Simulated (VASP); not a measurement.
# TiB2: vibrations by perturbation theory with PBE

The system is TiB2.

```
CELL_PARAMETERS angstrom
3.03266 0.00000 0.00000
-1.51633 2.62636 0.00000
0.00000 0.00000 3.22398
ATOMIC_POSITIONS crystal
Ti 0.00000 0.00000 0.00000
B 0.33333 0.66667 0.50000
B 0.66667 0.33333 0.50000
```

| Quantity | Value |
| --- | --- |
| Program | VASP 6.6.1 |
| Task | vibrations by perturbation theory |
| Functional | PBE |
| Potentials or basis | VASP PAW PBE potentials, release 64 (Ti_sv, B) |
| Cutoff | 500 eV |
| k mesh | 15 × 15 × 12 |
| Occupations | fermi-dirac, width 0.15 eV |
| Spin | no spin polarisation |
| Dipole correction | no |
| Further INCAR settings | ALGO = Normal; EDIFF = 1e-08; NBANDS = 16; IBRION = 8; NSW = 1 |

The highest phonon frequency at Γ is 887 cm⁻¹.

Phonon frequencies in cm⁻¹ (negative: imaginary):
| q point | frequencies |
| --- | --- |
| (0.000, 0.000, 0.000) | 0 0 0 510 510 512 555 887 887 |

Wall time 25 min on 1 thread of Intel Xeon 8259CL (shared host), peak memory 0.7 GiB.
